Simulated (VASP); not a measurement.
The system is HfC.

```
CELL_PARAMETERS angstrom
0.00000 2.32500 2.32500
2.32500 0.00000 2.32500
2.32500 2.32500 0.00000
ATOMIC_POSITIONS crystal
Hf 0.50000 0.50000 0.50000
C 0.00000 0.00000 0.00000
```

- Program: VASP 6.6.1
- Task: relaxation of cell and atoms
- Functional: RPBE
- Dispersion: D4
- Potentials or basis: VASP PAW PBE potentials, release 64 (Hf_pv, C)
- Cutoff: 600 eV
- k mesh: 10 × 10 × 10
- Occupations: tetrahedron
- Spin: no spin polarisation
- Hubbard terms: Hf d U = 3.0 eV

At the start: pressure 6.9 GPa; volume 12.57 Å³/atom.

Q: How do energy, volume and symmetry change on relaxing?

A: Over 4 steps the energy falls by 7.9 meV/atom and the volume is 12.94 Å³/atom (+2.9 %); space group Fm-3m (No. 225, to 0.05 Å).

The path:
| step | energy change (eV) | largest force (eV/Å) | pressure (GPa) | volume (Å³) |
| --- | --- | --- | --- | --- |
| 1 | 0.0000 | 0.0000 | 6.90 | 25.14 |
| 2 | 0.0249 | 0.0000 | -9.80 | 27.16 |
| 3 | -0.0157 | 0.0000 | -0.16 | 25.89 |
| 4 | -0.0157 | 0.0000 | 0.03 | 25.87 |

Final structure:
```xyz
2
Lattice="0.0000 2.3475 2.3475 2.3475 0.0000 2.3475 2.3475 2.3475 0.0000" Properties=species:S:1:pos:R:3 pbc="T T T"
Hf    2.3475    2.3475    2.3475
C     0.0000    0.0000    0.0000
```

Caveat: the PAW data sets were made with another functional, which shifts forces and pressure a little; U without spin polarisation on a metal has little footing; pairwise dispersion overbinds metals, which lowers pressure and volume; the U is typed as a test and isn't derived for this compound; tetrahedron occupations give inexact forces and stress in metals.
